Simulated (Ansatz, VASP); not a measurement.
## One calculation of Yb, two programs

Contents of INCAR:

```
SYSTEM = Yb
  PREC = Accurate
  ENCUT = 520
  EDIFF = 1E-6
  ISMEAR = -1
  SIGMA = 0.1
  LREAL = .False.
  LASPH = .True.
  NELM = 100
  ALGO = Normal
  ISIF = 2
  LWAVE = .False.
  LCHARG = .True.
  GGA = RE
  LELF = .True.
  LVHAR = .True.
  NBANDS = 18
```

The input KPOINTS:

```
Automatic mesh
0
Gamma
  10 10 10
  0 0 0
```

POSCAR

```
Yb
1.0
    3.6173810198      0.0000000000      0.0000000000
    0.0000000000      3.6173810198      0.0000000000
    0.0000000000      0.0000000000      3.6173810198
Yb
1
Direct
    0.0000000000      0.0000000000      0.0000000000
```

Input for Ansatz:

```yaml
crystal:
  lattice:
    - [3.6173810198, 0.0, 0.0]
    - [0.0, 3.6173810198, 0.0]
    - [0.0, 0.0, 3.6173810198]
  atoms:
    - { symbol: Yb, position: [0.0, 0.0, 0.0] }
hamiltonian:
  xc: revpbe
  pseudopotentials:
    kind: paw
    azcp:
      Yb: "pseudopotentials/Yb.paw.azcp"
basis:
  ecutwfc: 420
  fft_grid_basis: typed
kpoints:
  mp_grid: { grid: [10, 10, 10], shift: [0, 0, 0] }
magnetization:
  spin_polarized: false
scf:
  occupations: { method: fermi_dirac, width: 0.1 }
  lower_state_search: "off"
output:
  stress: true
```

Alike in both runs: task single point; functional revPBE; k mesh 10 × 10 × 10; occupations fermi-dirac, width 0.1 eV; no spin polarisation.

|  | VASP | Ansatz |
| --- | --- | --- |
| version | VASP 6.6.1 | Ansatz 0.2.0 |
| potentials or method | VASP PAW PBE potentials, release 64 (Yb), cutoff 520 eV | plane waves (420 eV) with PAW, scalar-relativistic |
| valence electrons in the cell | 24 | 24 |

Ansatz gave:

```
pressure (GPa) : -1.0
```

Task: What did VASP give for the same quantities?

Result: Pressure (GPa): 0.4.

VASP's potentials were made for PBE, not for revPBE. The functional is the same, so the differences come from potentials, cutoffs and numerics.

Neither program's run includes spin-orbit coupling.
